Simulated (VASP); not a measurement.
# GaN (I-4m2) in VASP: further runs

GaN is run at these levels: r2SCAN; tasks: single point.

All numbers are computed with VASP 6.6.1; they aren't measurements. Logs are shortened: lines on timing, memory, paths and dates and some standing lists are left out, and cuts for length are marked.

## 1. The cell of the first run

Symmetry: I-4m2, No. 119, tetragonal system. The conventional cell has a = 3.244 Å, b = 3.244 Å, c = 4.398 Å, α = 90.00°, β = 90.00°, γ = 90.00°. Within 2.6 Å of Ga (site symmetry -4m2) lie 4 N at 1.96 Å. Within 2.6 Å of N (site symmetry -4m2) lie 4 Ga at 1.96 Å.

## 2. Single point, r2SCAN, non-collinear spin, zero start, spin-orbit coupling (epitaxial xy strain +2.0%)

File POSCAR:

```
GaN
1.0
    0.0000000000      2.2939315919      2.1991652385
    2.2939315919      0.0000000000      2.1991652385
    2.2939315919      2.2939315919      0.0000000000
Ga N
1 1
Direct
    0.0000000000      0.0000000000      0.0000000000
    0.2500000000      0.2500000000      0.2500000000
```

File INCAR.step1:

```
PREC = Accurate
ENCUT = 520
ISMEAR = 0
SIGMA = 0.01
LREAL = False
LASPH = True
NELM = 150
MAGMOM = 0 0 0 0 0 0
LSORBIT = True
GGA_COMPAT = False
NBANDS = 30
GGA = PE
ALGO = Normal
EDIFF = 1E-4
LWAVE = True
LCHARG = False
```

File INCAR.step2:

```
PREC = Accurate
ENCUT = 520
EDIFF = 1E-6
ISMEAR = 0
SIGMA = 0.01
LREAL = False
LASPH = True
NELM = 150
ALGO = Normal
ISIF = 2
LWAVE = False
LCHARG = True
MAGMOM = 0 0 0 0 0 0
LORBIT = 11
LSORBIT = True
GGA_COMPAT = False
LORBMOM = True
METAGGA = R2SCAN
LMIXTAU = True
LVHAR = True
NBANDS = 30
ISTART = 1
```

File KPOINTS:

```
regular mesh
0
Gamma
  10 10 10
```

Potentials or basis: VASP PAW PBE potentials, release 64 (Ga_d, N).

Command:

```
> cat potpaw_PBE.64/Ga_d/POTCAR potpaw_PBE.64/N/POTCAR > POTCAR
> cp INCAR.step1 INCAR
> mpirun -np 1 vasp_ncl > vasp.out
> cp INCAR.step2 INCAR
> mpirun -np 1 vasp_ncl > vasp.out
```

OUTCAR:

```text
PREC = Accurate
   ENCUT = 520
   EDIFF = 1E-6
   ISMEAR = 0
   LREAL = False
   LASPH = True
   NELM = 150
   ISIF = 2
   LORBIT = 11
   LSORBIT = True
   METAGGA = R2SCAN
   ISTART = 1

 ion  position               nearest neighbor table
   1  0.000  0.000  0.000-   2 1.96   2 1.96   2 1.96   2 1.96
   2  0.250  0.250  0.250-   1 1.96   1 1.96   1 1.96   1 1.96

  LATTYP: Found a body centered tetragonal cell.
 ALAT       =     3.2441091684
 C/A-ratio  =     1.3557899099

  Lattice vectors:

 A1 = (   0.0000000000,  -2.2939315919,  -2.1991652385)
 A2 = (   0.0000000000,   2.2939315919,  -2.1991652385)
 A3 = (   2.2939315919,   0.0000000000,   2.1991652385)

Analysis of symmetry for initial positions (statically):
=====================================================================
 Subroutine PRICEL returns:
 Original cell was already a primitive cell.

 Routine SETGRP: Setting up the symmetry group for a
 body centered tetragonal supercell.

 Subroutine GETGRP returns: Found  8 space group operations
 (whereof  8 operations were pure point group operations)
 out of a pool of 16 trial point group operations.

The static configuration has the point symmetry D_2d.

Analysis of symmetry for dynamics (positions and initial velocities):
=====================================================================
 Subroutine PRICEL returns:
 Original cell was already a primitive cell.

 Routine SETGRP: Setting up the symmetry group for a
 body centered tetragonal supercell.

 Subroutine GETGRP returns: Found  8 space group operations
 (whereof  8 operations were pure point group operations)
 out of a pool of 16 trial point group operations.

The dynamic configuration has the point symmetry D_2d.

Analysis of structural, dynamic, and magnetic symmetry:
=====================================================================
 Subroutine PRICEL returns:
 Original cell was already a primitive cell.

 Routine SETGRP: Setting up the symmetry group for a
 body centered tetragonal supercell.

 Subroutine GETGRP returns: Found  8 space group operations
 (whereof  8 operations were pure point group operations)
 out of a pool of 16 trial point group operations.

The overall configuration has the point symmetry D_2d.

 Subroutine INISYM returns: Found  8 space group operations
 (whereof  8 operations are pure point group operations),
 and found     1 'primitive' translations

----------------------------------------------------------------------------------------

                                     Primitive cell

  volume of cell :      23.1446

  direct lattice vectors                    reciprocal lattice vectors
     0.000000000  2.293931592  2.199165239    -0.217966395  0.217966395  0.227358996
     2.293931592  0.000000000  2.199165239     0.217966395 -0.217966395  0.227358996
     2.293931592  2.293931592  0.000000000     0.217966395  0.217966395 -0.227358996

  length of vectors
     3.177805830  3.177805830  3.244109168     0.383028474  0.383028474  0.383028474

  position of ions in fractional coordinates (direct lattice)
     0.000000000  0.000000000  0.000000000
     0.250000000  0.250000000  0.250000000

  ion indices of the primitive-cell ions
   primitive index   ion index
                 1           1
                 2           2

----------------------------------------------------------------------------------------

 KPOINTS: regular mesh

Automatic generation of k-mesh.
 Grid dimensions read from file:
 generate k-points for:   10   10   10

 Generating k-lattice:

  Cartesian coordinates                     Fractional coordinates (reciprocal lattice)
    -0.021796640  0.021796640  0.022735900     0.100000000  0.000000000  0.000000000
     0.021796640 -0.021796640  0.022735900     0.000000000  0.100000000  0.000000000
     0.021796640  0.021796640 -0.022735900    -0.000000000 -0.000000000  0.100000000

  Length of vectors
     0.038302847  0.038302847  0.038302847

[... 87 lines left out ...]
 maximum number of plane-waves:      1272
   NGX = 11   NGY = 11   NGZ = 13

 number of electron      17.9999997 magnetization      -0.0000000      0.0000000      0.0000000

 number of electron      17.9999997 magnetization       0.0000000     -0.0000000     -0.0000000

 number of electron      17.9999997 magnetization      -0.0000000     -0.0000000     -0.0000000

 Free energy of the ion-electron system (eV)
  ---------------------------------------------------
  ext. energy  EPLUGINS =         0.00000000
  ---------------------------------------------------
  free energy    TOTEN  =       -21.88958209 eV

  energy without entropy =      -21.88958209  energy(sigma->0) =      -21.88958209

 E-fermi :   5.0697     XC(G=0): -12.5707

 val. band max:        5.0160810175   @ k =   0.0000   0.0000   0.0000
 cond. band min:       6.9362413282   @ k =   0.0000   0.0000   0.0000
 fundamental gap:      1.9201603106
 Fermi energy:         5.0697232493

 k-point     1 :       0.0000    0.0000    0.0000
  band No.  band energies     occupation
      1     -11.7355      1.00000
      2     -11.7355      1.00000
      3      -9.1236      1.00000
      4      -9.1236      1.00000
      5      -9.1013      1.00000
      6      -9.1013      1.00000
[... 781 lines left out ...]
     29      21.8022      0.00000
     30      21.8358      0.00000

 [... further k-points ...]
[... 5 lines left out ...]
  --------------------------------------------------------------------------------------
  -------------------------------------------------------------------------------------
  Total       -0.5734558     -0.5734558      0.1468649      0.0000000      0.0000000     -0.0000000
  in kB      -39.6973691    -39.6973691     10.1666980      0.0000000      0.0000000     -0.0000000
  external PRESSURE =     -23.0760134 kB  Pullay stress =       0.0000000 kB

 VOLUME and BASIS-vectors are now :
 -----------------------------------------------------------------------------
  energy-cutoff  :      520.00
  volume of cell :       23.14
      direct lattice vectors                 reciprocal lattice vectors
     0.000000000  2.293931592  2.199165239    -0.217966395  0.217966395  0.227358996
     2.293931592  0.000000000  2.199165239     0.217966395 -0.217966395  0.227358996
     2.293931592  2.293931592  0.000000000     0.217966395  0.217966395 -0.227358996

 POSITION                                       TOTAL-FORCE (eV/Angst)
 -----------------------------------------------------------------------------------
      0.00000      0.00000      0.00000         0.000000      0.000000      0.000000
      1.14697      1.14697      1.09958        -0.000000     -0.000000     -0.000000
 -----------------------------------------------------------------------------------
    total drift:                               -0.000002     -0.000002     -0.000006

  FREE ENERGIE OF THE ION-ELECTRON SYSTEM (eV)
  ---------------------------------------------------
  free  energy   TOTEN  =       -21.8895820872 eV

  energy  without entropy=      -21.8895820872  energy(sigma->0) =      -21.88958209

 orbital moment (x)

 # of ion     p       d       tot
 ----------------------------------------
  1         0.000   0.000   0.000
  2         0.000   0.000   0.000
 ----------------------------------------
            0.000   0.000   0.000

 orbital moment (y)

 # of ion     p       d       tot
 ----------------------------------------
  1        -0.000  -0.000  -0.000
  2         0.000   0.000   0.000
 ----------------------------------------
           -0.000  -0.000  -0.000

 orbital moment (z)

 # of ion     p       d       tot
 ----------------------------------------
  1        -0.000   0.000   0.000
  2         0.000   0.000   0.000
 ----------------------------------------
           -0.000   0.000   0.000

 Spin-Orbit-Coupling matrix elements

 Ion:    1  E_soc:     -0.0101620
 l=   1
     0.0000000    -0.0009021    -0.0009107
    -0.0009021     0.0000000    -0.0009021
    -0.0009107    -0.0009021     0.0000000
 l=   2
     0.0000000    -0.0001642     0.0000000    -0.0001642    -0.0006228
    -0.0001642     0.0000000    -0.0004692    -0.0001640    -0.0001562
     0.0000000    -0.0004692     0.0000000    -0.0004692     0.0000000
    -0.0001642    -0.0001640    -0.0004692     0.0000000    -0.0001562
    -0.0006228    -0.0001562     0.0000000    -0.0001562     0.0000000
 l=   3
     0.0000000     0.0000000     0.0000000     0.0000000     0.0000000     0.0000000     0.0000000
     0.0000000     0.0000000     0.0000000     0.0000000     0.0000000     0.0000000     0.0000000
     0.0000000     0.0000000     0.0000000     0.0000000     0.0000000     0.0000000     0.0000000
     0.0000000     0.0000000     0.0000000     0.0000000     0.0000000     0.0000000     0.0000000
     0.0000000     0.0000000     0.0000000     0.0000000     0.0000000     0.0000000     0.0000000
     0.0000000     0.0000000     0.0000000     0.0000000     0.0000000     0.0000000     0.0000000
     0.0000000     0.0000000     0.0000000     0.0000000     0.0000000     0.0000000     0.0000000

 Ion:    2  E_soc:     -0.0000895
 l=   1
     0.0000000    -0.0000150    -0.0000146
    -0.0000150     0.0000000    -0.0000150
    -0.0000146    -0.0000150     0.0000000
 l=   2
     0.0000000     0.0000000     0.0000000     0.0000000     0.0000000
     0.0000000     0.0000000     0.0000000     0.0000000     0.0000000
     0.0000000     0.0000000     0.0000000     0.0000000     0.0000000
     0.0000000     0.0000000     0.0000000     0.0000000     0.0000000
     0.0000000     0.0000000     0.0000000     0.0000000     0.0000000
 l=   3
     0.0000000     0.0000000     0.0000000     0.0000000     0.0000000     0.0000000     0.0000000
     0.0000000     0.0000000     0.0000000     0.0000000     0.0000000     0.0000000     0.0000000
     0.0000000     0.0000000     0.0000000     0.0000000     0.0000000     0.0000000     0.0000000
     0.0000000     0.0000000     0.0000000     0.0000000     0.0000000     0.0000000     0.0000000
     0.0000000     0.0000000     0.0000000     0.0000000     0.0000000     0.0000000     0.0000000
     0.0000000     0.0000000     0.0000000     0.0000000     0.0000000     0.0000000     0.0000000
     0.0000000     0.0000000     0.0000000     0.0000000     0.0000000     0.0000000     0.0000000

 total charge

# of ion       s       p       d       tot
------------------------------------------
    1        0.754   0.864  10.181  11.799
    2        1.232   2.530   0.000   3.762
--------------------------------------------------
tot          1.987   3.394  10.181  15.562

 magnetization (x)

# of ion       s       p       d       tot
------------------------------------------
    1        0.000   0.000   0.000   0.000
    2       -0.000   0.000   0.000   0.000
--------------------------------------------------
tot         -0.000   0.000   0.000   0.000

 magnetization (y)

# of ion       s       p       d       tot
------------------------------------------
    1        0.000   0.000   0.000   0.000
    2        0.000   0.000   0.000   0.000
--------------------------------------------------
tot          0.000   0.000   0.000   0.000

 magnetization (z)

# of ion       s       p       d       tot
------------------------------------------
    1        0.000   0.000  -0.000  -0.000
    2        0.000   0.000   0.000   0.000
--------------------------------------------------
tot          0.000   0.000  -0.000   0.000
```

Wall time 15 min (1 thread of Intel Xeon 6975P-C (Granite Rapids), shared host); peak memory 0.33 GiB.

Results:

```yaml
Free_energy: -21.8896 eV
Pressure: -2.3 GPa
Net_moment: 0.00 μB per cell
Valence_electrons_inside_the_program's_atomic_spheres: Ga 11.80; N 3.76
```

Stress tensor (GPa, compression positive):
```
-3.97  0.00  0.00
 0.00 -3.97  0.00
 0.00  0.00  1.02
```

Moments on the atoms (μB; x, y, z):
```
Ga  0.00 0.00 0.00
N   0.00 0.00 0.00
```

Caveat: the cell differs from its parent crystal (epitaxial xy strain +2.0%); the PAW data sets were made with another functional, which shifts forces and pressure a little.

## 3. Single point, r2SCAN, non-collinear spin, zero start, spin-orbit coupling (epitaxial xy strain -4.0%)

File POSCAR:

```
GaN
1.0
    0.0000000000      2.1589944395      2.3405572003
    2.1589944395      0.0000000000      2.3405572003
    2.1589944395      2.1589944395      0.0000000000
Ga N
1 1
Direct
    0.0000000000      0.0000000000      0.0000000000
    0.2500000000      0.2500000000      0.2500000000
```

File INCAR.step1:

```
ALGO = Normal
EDIFF = 1E-4
ENCUT = 520
GGA = PE
GGA_COMPAT = False
ISMEAR = 0
LASPH = True
LCHARG = False
LNONCOLLINEAR = True
LREAL = False
LSORBIT = True
LWAVE = True
MAGMOM = 0 0 0 0 0 0
NBANDS = 30
NELM = 150
PREC = Accurate
SIGMA = 0.01
```

File INCAR.step2:

```
ALGO = Normal
EDIFF = 1E-6
ENCUT = 520
GGA_COMPAT = False
ISIF = 2
ISMEAR = 0
ISTART = 1
LASPH = True
LCHARG = False
LMIXTAU = True
LNONCOLLINEAR = True
LORBIT = 11
LORBMOM = True
LREAL = False
LSORBIT = True
LWAVE = False
MAGMOM = 0 0 0 0 0 0
METAGGA = R2SCAN
NBANDS = 30
NELM = 150
PREC = Accurate
SIGMA = 0.01
```

File KPOINTS:

```
k-points
0
Gamma
  10 10 10
```

Potentials or basis: VASP PAW PBE potentials, release 64 (Ga_d, N).

Command:

```
> cat potpaw_PBE.64/Ga_d/POTCAR potpaw_PBE.64/N/POTCAR > POTCAR
> cp INCAR.step1 INCAR
> mpirun -np 1 vasp_ncl > vasp.out
> cp INCAR.step2 INCAR
> mpirun -np 1 vasp_ncl > vasp.out
```

Run time: 8.3 min. Hardware: 1 thread of Intel Xeon 6975P-C (Granite Rapids), shared host; peak memory 0.32 GiB.

It converged, with:

```yaml
Free_energy: -21.8264 eV
Pressure: 9.6 GPa
Net_moment: 0.00 μB per cell
Valence_electrons_inside_the_program's_atomic_spheres: Ga 11.91; N 3.81
```

Stress tensor (GPa, compression positive):
```
13.76  0.00  0.00
 0.00 13.76  0.00
 0.00  0.00  1.35
```

Moments on the atoms (μB; x, y, z):
```
Ga  0.00 0.00 0.00
N   0.00 0.00 0.00
```

Caveat: the cell differs from its parent crystal (epitaxial xy strain -4.0%); the cell stands under pressure; the PAW data sets were made with another functional, which shifts forces and pressure a little.
